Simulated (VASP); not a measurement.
Si2Mo:

```
CELL_PARAMETERS angstrom
-1.60000 1.60000 3.93050
1.60000 -1.60000 3.93050
1.60000 1.60000 -3.93050
ATOMIC_POSITIONS crystal
Mo 0.00000 0.00000 0.00000
Si 0.66700 0.66700 0.00000
Si 0.33300 0.33300 0.00000
```

```yaml
Program: VASP 6.6.1
Task: relaxation of cell and atoms
Functional: PBEsol
Dispersion: D4
Potentials_or_basis: VASP PAW PBE potentials, release 64 (Mo_sv, Si)
Cutoff: 600 eV
k_mesh: 12 × 12 × 12
Occupations: fermi-dirac, width 0.05 eV
Spin: no spin polarisation
```

At the start: pressure -5.9 GPa; volume 13.42 Å³/atom.

Problem. How do energy, volume and symmetry change on relaxing?

Solution. Over 8 steps the energy falls by 8.2 meV/atom and the volume is 13.07 Å³/atom (-2.6 %); space group I4/mmm (No. 139, to 0.05 Å).

The path:
| step | energy change (eV) | largest force (eV/Å) | pressure (GPa) | volume (Å³) |
| --- | --- | --- | --- | --- |
| 1 | 0.0000 | 0.3253 | -5.94 | 40.25 |
| 2 | 0.0420 | 0.1495 | 12.15 | 37.42 |
| 3 | -0.0230 | 0.1700 | 0.19 | 39.16 |
| 4 | -0.0230 | 0.1663 | 0.28 | 39.14 |
| 5 | -0.0245 | 0.0191 | 0.10 | 39.19 |
| 6 | -0.0245 | 0.0011 | 0.10 | 39.20 |
| 7 | -0.0245 | 0.0018 | -0.14 | 39.24 |
| 8 | -0.0245 | 0.0017 | -0.02 | 39.22 |

Final structure:
```
Mo Si
1.0
    -1.58667    1.58667    3.89452
     1.58667   -1.58667    3.89452
     1.58667    1.58667   -3.89452
Mo Si
1 2
Direct
  0.00000 0.00000 0.00000
  0.66519 0.66519 0.00000
  0.33481 0.33481 0.00000
```

Caveat: the PAW data sets were made with another functional, which shifts forces and pressure a little; pairwise dispersion overbinds metals, which lowers pressure and volume.
